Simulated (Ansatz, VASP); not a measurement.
**K2S in VASP and in Ansatz**

```
CELL_PARAMETERS angstrom
0.00000 3.79902 3.79902
3.79902 0.00000 3.79902
3.79902 3.79902 0.00000
ATOMIC_POSITIONS crystal
K 0.25000 0.25000 0.25000
K 0.75000 0.75000 0.75000
S 0.00000 0.00000 0.00000
```

Alike in both runs: task single point; functional revPBE; k mesh 6 × 6 × 6; occupations gaussian, width 0.05 eV; no spin polarisation.

```csv
,VASP,Ansatz
version,VASP 6.6.1,Ansatz 0.2.0
potentials or method,"VASP PAW PBE potentials, release 64 (K_sv, S), cutoff 500 eV","scalar-relativistic, plane waves, PAW"
valence electrons in the cell,24,24
```

|  | VASP | Ansatz | Ansatz less VASP |
| --- | --- | --- | --- |
| gap on the k mesh at the Fermi level (eV) | 2.41 | 2.41 | 0.000 |
| least direct gap on the mesh (eV) | 2.54 | 2.55 | +0.001 |
| pressure (GPa) | 0.0 | 0.0 | -0.02 |

VASP's potentials were made for PBE, not for revPBE. The functional is the same, so the differences come from potentials, cutoffs and numerics.
